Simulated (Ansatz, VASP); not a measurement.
C: VASP beside Ansatz

```
C
1.0
     2.55030    0.00000    0.00000
    -1.27515    2.20862    0.00000
     0.00000    0.00000   12.08690
C
12
Direct
  0.00000 0.00000 0.18686
  0.00000 0.00000 0.68686
  0.00000 0.00000 0.31314
  0.00000 0.00000 0.81314
  0.33333 0.66667 0.52077
  0.66667 0.33333 0.02077
  0.33333 0.66667 0.97923
  0.66667 0.33333 0.47923
  0.33333 0.66667 0.64506
  0.66667 0.33333 0.14506
  0.33333 0.66667 0.85494
  0.66667 0.33333 0.35494
```

Alike in both runs: task single point; functional LDA; k mesh 12 × 12 × 2; occupations gaussian, width 0.05 eV; no spin polarisation.

|  | VASP | Ansatz |
| --- | --- | --- |
| version | VASP 6.6.1 | Ansatz 0.2.0 |
| potentials or method | VASP PAW LDA potentials, release 64 (C), cutoff 520 eV | scalar-relativistic, plane waves, PAW |
| valence electrons in the cell | 48 | 48 |

VASP gave:

| Item | Value |
| --- | --- |
| gap on the k mesh at the Fermi level (eV) | 4.03 |
| least direct gap on the mesh (eV) | 4.88 |
| pressure (GPa) | -10.5 |
| traceless stress, the component that is largest in VASP (GPa) | 32.11 |
| rms of the force components (eV/Å) | 0.118 |

Problem. What did Ansatz give for the same quantities?

Solution. gap on the k mesh at the Fermi level (eV): 4.04; least direct gap on the mesh (eV): 4.88; pressure (GPa): -12.0; traceless stress, the component that is largest in VASP (GPa): 31.94; rms of the force components (eV/Å): 0.110.

Ansatz warns that its potentials were made for another functional, while VASP's fit it. LDA's correlation is that of Perdew and Zunger in VASP and of Perdew and Wang (1992) in Ansatz. Atom by atom the forces differ by 0.008 eV/Å (rms over components).
